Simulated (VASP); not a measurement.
Wanted: the native input for a VASP 6.6.1 run.

```
Task                   : single point
Functional             : PBEsol
Potentials or basis    : VASP PAW PBE potentials, release 64 (In_d, Sb)
Cutoff                 : 520 eV
k mesh                 : 16 × 16 × 16
Occupations            : gaussian, width 0.15 eV
Spin                   : no spin polarisation
Dipole correction      : no
Further INCAR settings : ALGO = Normal; EDIFF = 1e-06; NBANDS = 16
```

The structure of InSb lies in POSCAR:

```
InSb
1.0
   -0.3244606838      2.9201461544      2.9201461544
    2.9201461544     -0.3244606838      2.9201461544
    2.9201461544      2.9201461544     -0.3244606838
In Sb
1 1
Direct
    0.0000000000      0.0000000000      0.0000000000
    0.5000000000      0.5000000000      0.5000000000
```

This cell differs from its parent crystal: ratio of the length along [111] to the lengths across it x 0.85, volume and fractional coordinates fixed.

The input as run:

INCAR

```
SYSTEM = InSb
ALGO = Normal
EDIFF = 1E-6
ENCUT = 520
GGA = PS
ISIF = 2
ISMEAR = 0
LASPH = .TRUE.
LCHARG = .TRUE.
LELF = .TRUE.
LREAL = .FALSE.
LVHAR = .TRUE.
LWAVE = .FALSE.
NBANDS = 16
NELM = 80
PREC = Accurate
SIGMA = 0.15
```

KPOINTS

```
k-points
0
G
  16 16 16
  0 0 0
```

Potentials or basis: VASP PAW PBE potentials, release 64 (In_d, Sb).

The run is started by

```bash
$ cat potpaw_PBE.64/In_d/POTCAR potpaw_PBE.64/Sb/POTCAR > POTCAR
$ mpirun -np 1 vasp_std > vasp.out
```

It gave:

```yaml
Pressure: -2.9 GPa
Band_gap_on_the_k_mesh: zero (band 9 reaches 7.29 eV, above the bottom of band 10 at 5.13 eV)
```

Caveat: the PAW data sets were made with another functional, which shifts forces and pressure a little; spin-orbit coupling is left out, which moves the levels of the heavy elements.

Run time: 2.9 min on 1 thread of Intel(R) Xeon(R) Platinum 8488C (Sapphire Rapids), with other jobs on the host, peak memory 0.5 GiB.
